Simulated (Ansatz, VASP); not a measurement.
## Cd4H: VASP beside Ansatz

```xyz
5
Lattice="-3.0098 3.0098 3.0098 3.0098 -3.0098 3.0098 3.0098 3.0098 -3.0098" Properties=species:S:1:pos:R:3 pbc="T T T"
Cd    1.7784   -1.7784    1.7784
Cd    1.2313    1.2313    1.2313
Cd    1.7784    1.7784   -1.7784
Cd   -1.7784    1.7784    1.7784
H     0.0000    0.0000    0.0000
```

Change from the starting cell: species swapped into the GeF4 type (I-43m, No. 217).

Alike in both runs: functional PBE; k mesh 10 × 10 × 10; occupations gaussian, width 0.1 eV; no spin polarisation.

Ansatz relaxed the structure, and its values are those at the end. VASP's run is a single point on that final structure, the one shown.

|  | VASP | Ansatz |
| --- | --- | --- |
| version | VASP 6.6.1 | Ansatz 0.2.0 |
| potentials or method | VASP PAW PBE potentials, release 64 (Cd, H), cutoff 520 eV | scalar-relativistic, plane waves, PAW |
| valence electrons in the cell | 49 | 81 |

|  | VASP | Ansatz | Ansatz less VASP |
| --- | --- | --- | --- |
| gap on the k mesh at the Fermi level (eV) | none | none | - |
| pressure (GPa) | 0.2 | 0.0 | -0.19 |
| rms of the force components (eV/Å) | 0.005 | 0.000 | -0.0049 |

A gap of «none» marks a metal or a gap that the smearing closes. With one functional, cell and mesh, what is left measures potentials, basis and numerics. VASP's potentials hold 49 valence electrons a cell and Ansatz's 81, so a difference there can come from the potentials and not from the codes.
